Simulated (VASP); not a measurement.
# Pt (Fm-3m) in VASP: settings compared, part 2 of 2

VASP 6.6.1.

## Step 5: Relaxation of cell and atoms, revPBE

This run uses another cell than the first one, of 15.08 Å³/atom, 0.952 times its volume.

The input, INCAR:

```
SYSTEM = Pt
  PREC = Accurate
  ENCUT = 600
  EDIFF = 1E-6
  ISMEAR = -1
  SIGMA = 0.05
  LREAL = .False.
  LASPH = .True.
  NELM = 60
  ALGO = Normal
  ISIF = 3
  LWAVE = .False.
  LCHARG = .False.
  GGA = RE
  IBRION = 2
  NSW = 80
  EDIFFG = -0.02
```

The input, KPOINTS:

```
Automatic mesh
0
Gamma
  12 12 12
  0 0 0
```

The input, POSCAR:

```
Pt
1.0
    0.0000000000      1.9609000000      1.9609000000
    1.9609000000      0.0000000000      1.9609000000
    1.9609000000      1.9609000000      0.0000000000
Pt
1
Direct
    0.0000000000      0.0000000000      0.0000000000
```

Potentials or basis: VASP PAW PBE potentials, release 64 (Pt).

On the command line:

```console
cat potpaw_PBE.64/Pt/POTCAR > POTCAR
mpirun -np 1 vasp_std > vasp.out
```

OUTCAR:

```text
SYSTEM = Pt
   PREC = Accurate
   ENCUT = 600
   EDIFF = 1E-6
   ISMEAR = -1
   LREAL = .False.
   LASPH = .True.
   NELM = 60
   ISIF = 3
   GGA = RE
   IBRION = 2
   NSW = 80
   EDIFFG = -0.02

 ion  position               nearest neighbor table
   1  0.000  0.000  0.000-

  LATTYP: Found a face centered cubic cell.
 ALAT       =     3.9218000000

  Lattice vectors:

 A1 = (   0.0000000000,   1.9609000000,   1.9609000000)
 A2 = (   1.9609000000,   0.0000000000,   1.9609000000)
 A3 = (   1.9609000000,   1.9609000000,   0.0000000000)

Analysis of symmetry for initial positions (statically):
=====================================================================
 Subroutine PRICEL returns:
 Original cell was already a primitive cell.

 Routine SETGRP: Setting up the symmetry group for a
 face centered cubic supercell.

 Subroutine GETGRP returns: Found 48 space group operations
 (whereof 48 operations were pure point group operations)
 out of a pool of 48 trial point group operations.

The static configuration has the point symmetry O_h .

Analysis of symmetry for dynamics (positions and initial velocities):
=====================================================================
 Subroutine PRICEL returns:
 Original cell was already a primitive cell.

 Routine SETGRP: Setting up the symmetry group for a
 face centered cubic supercell.

 Subroutine GETGRP returns: Found 48 space group operations
 (whereof 48 operations were pure point group operations)
 out of a pool of 48 trial point group operations.

The dynamic configuration has the point symmetry O_h .

 Subroutine INISYM returns: Found 48 space group operations
 (whereof 48 operations are pure point group operations),
 and found     1 'primitive' translations

----------------------------------------------------------------------------------------

                                     Primitive cell

  volume of cell :      15.0798

  direct lattice vectors                    reciprocal lattice vectors
     0.000000000  1.960900000  1.960900000    -0.254984956  0.254984956  0.254984956
[... 113 lines left out ...]
   LEPSILON=     F    determine dielectric tensor
   LRPA    =     F    only Hartree local field effects (RPA)
 conjugate gradient relaxation of ions
 non-spin polarized calculation
  energy-cutoff  :      600.00
  volume of cell :       15.08
 maximum number of plane-waves:       531
 NGX is ok and might be reduce to    24
   NGX = 11   NGY = 11   NGZ = 11

--------------------------------------- Ionic step        1  -------------------------------------------

 number of electron      10.0000000 magnetization

 Free energy of the ion-electron system (eV)
  ---------------------------------------------------
  ext. energy  EPLUGINS =         0.00000000
  ---------------------------------------------------
  free energy    TOTEN  =        -5.56148863 eV

  energy without entropy =       -5.54606402  energy(sigma->0) =       -5.55377632

------------------------ aborting loop because EDIFF is reached ----------------------------------------

  FORCE on cell =-STRESS in cart. coord.  units (eV):
  Direction    XX          YY          ZZ          XY          YZ          ZX
  --------------------------------------------------------------------------------------
  -------------------------------------------------------------------------------------
  Total        1.2100766      1.2100766      1.2100766      0.0000000      0.0000000      0.0000000
  in kB      128.5662923    128.5662923    128.5662923      0.0000000      0.0000000      0.0000000
  external PRESSURE =     128.5662923 kB  Pullay stress =       0.0000000 kB
[... 22 lines left out ...]
--------------------------------------- Ionic step        2  -------------------------------------------

 number of electron      10.0000001 magnetization

 E-fermi :   8.3573     XC(G=0): -12.4322

 val. band max:        8.3553354405   @ k =  -0.4167   0.4167   0.1667
 cond. band min:       8.3611975728   @ k =   0.5000   0.4167   0.0833
 fundamental gap:      0.0058621323
 Fermi energy:         8.3572737189

 k-point     1 :       0.0000    0.0000    0.0000
  band No.  band energies     occupation
      1      -0.0653      2.00000
      2       5.4951      2.00000
      3       5.4951      2.00000
      4       5.4951      2.00000
      5       7.1112      2.00000
      6       7.1112      2.00000
      7      23.2833      0.00000
      8      27.3261      0.00000
      9      27.3261      0.00000
[... 345 lines left out ...]
--------------------------------------- Ionic step        4  -------------------------------------------

 number of electron      10.0000001 magnetization

 Free energy of the ion-electron system (eV)
  ---------------------------------------------------
  ext. energy  EPLUGINS =         0.00000000
  ---------------------------------------------------
  free energy    TOTEN  =        -5.58946331 eV

  energy without entropy =       -5.57334292  energy(sigma->0) =       -5.58140312

 E-fermi :  10.4451     XC(G=0): -13.1601

 val. band max:       10.4448716465   @ k =  -0.4167   0.4167   0.1667
 cond. band min:      10.4469273025   @ k =   0.4167   0.3333   0.0000
 fundamental gap:      0.0020556560
 Fermi energy:        10.4450552333

 k-point     1 :       0.0000    0.0000    0.0000
  band No.  band energies     occupation
      1       0.7640      2.00000
      2       6.9364      2.00000
      3       6.9364      2.00000
      4       6.9364      2.00000
      5       8.9210      2.00000
      6       8.9210      2.00000
      7      25.1726      0.00000
      8      29.8874      0.00000
      9      29.8874      0.00000
[... 304 lines left out ...]
  FREE ENERGIE OF THE ION-ELECTRON SYSTEM (eV)
  ---------------------------------------------------
  free  energy   TOTEN  =        -5.5894633128 eV

  energy  without entropy=       -5.5733429184  energy(sigma->0) =       -5.58140312

 reached required accuracy - stopping structural energy minimisation
```

Run time: 78 s. Hardware: 1 thread of AMD EPYC 7R13, shared host; peak memory 0.13 GiB.

What came out:

| Property | Result |
| --- | --- |
| Free energy | -5.5895 eV |
| Relaxed volume | 15.82 Å³/atom |
| Relaxed cell | a = 2.818 Å, b = 2.818 Å, c = 2.818 Å, α = 60.00°, β = 60.00°, γ = 60.00° |
| Space group after relaxing (to 0.05 Å) | Fm-3m (No. 225) |
| Energy gained by relaxing | 28.0 meV/atom |
| Ionic steps | 4 |
| Pressure after relaxing | -0.1 GPa |
| Band gap on the k mesh | zero (band 5 reaches 10.88 eV, above the bottom of band 6 at 8.83 eV) |

Step by step:
| step | energy change (eV) | largest force (eV/Å) | pressure (GPa) | volume (Å³) |
| --- | --- | --- | --- | --- |
| 1 | 0.0000 | 0.0000 | 12.86 | 15.08 |
| 2 | 0.1228 | 0.0000 | -20.42 | 17.88 |
| 3 | -0.0279 | 0.0000 | -0.54 | 15.85 |
| 4 | -0.0280 | 0.0000 | -0.06 | 15.82 |

Final structure:
```cif
data_structure
_symmetry_space_group_name_H-M 'P 1'
_symmetry_Int_Tables_number 1
_cell_length_a 2.8178
_cell_length_b 2.8178
_cell_length_c 2.8178
_cell_angle_alpha 60.000
_cell_angle_beta 60.000
_cell_angle_gamma 60.000
_cell_volume 15.82
loop_
_atom_site_label
_atom_site_type_symbol
_atom_site_fract_x
_atom_site_fract_y
_atom_site_fract_z
_atom_site_occupancy
Pt1 Pt 0.00000 0.00000 0.00000 1
```

Levels at points of the mesh, in eV from the Fermi level:
| k point | band 3 | band 4 | band 5 | band 6 | band 7 | band 8 |
| --- | --- | --- | --- | --- | --- | --- |
| (0.00, 0.00, 0.00) | -3.51 | -3.51 | -1.52 | -1.52 | 14.73 | 19.44 |
| (0.50, 0.00, 0.00) | -3.57 | -0.28 | 0.02 | 0.02 | 5.49 | 14.28 |
| (0.50, 0.50, 0.00) | -0.02 | 0.43 | 0.43 | 1.88 | 8.39 | 11.25 |

Caveat: the PAW data sets were made with another functional, which shifts forces and pressure a little; spin-orbit coupling is left out, which moves the levels of the heavy elements. revPBE gives volumes clearly too large for solids.

## Step 6: Summary

```csv
task,level,cell,cutoff (eV),smearing,gap on the mesh (eV),pressure (GPa)
single point,revPBE,"a = 2.819 Å, angles 60.0°, 1 atom",520,fermi-dirac 0.05 eV,none,-0.4
single point,PBE,"a = 2.773 Å, angles 60.0°, 1 atom",520,gaussian 0.011 eV,none,9.7
single point,PBE+D4,"a = 2.782 Å, angles 60.0°, 1 atom",520,fermi-dirac 0.05 eV,none,-0.5
relaxation of cell and atoms,revPBE,"relaxed from a = 2.773 Å, angles 60.0°, 1 atom",600,fermi-dirac 0.05 eV,none,-0.1
```

Alike in all rows: potentials or basis VASP PAW PBE potentials, release 64 (Pt); no spin polarisation; k mesh 12 × 12 × 12.

Caveats: spin-orbit coupling is left out, which moves the levels of the heavy elements; the PAW data sets were made with another functional, which shifts forces and pressure a little (some runs); pairwise dispersion overbinds metals, which lowers pressure and volume (some runs).

Absolute energies hang on the potentials; compare differences alone.
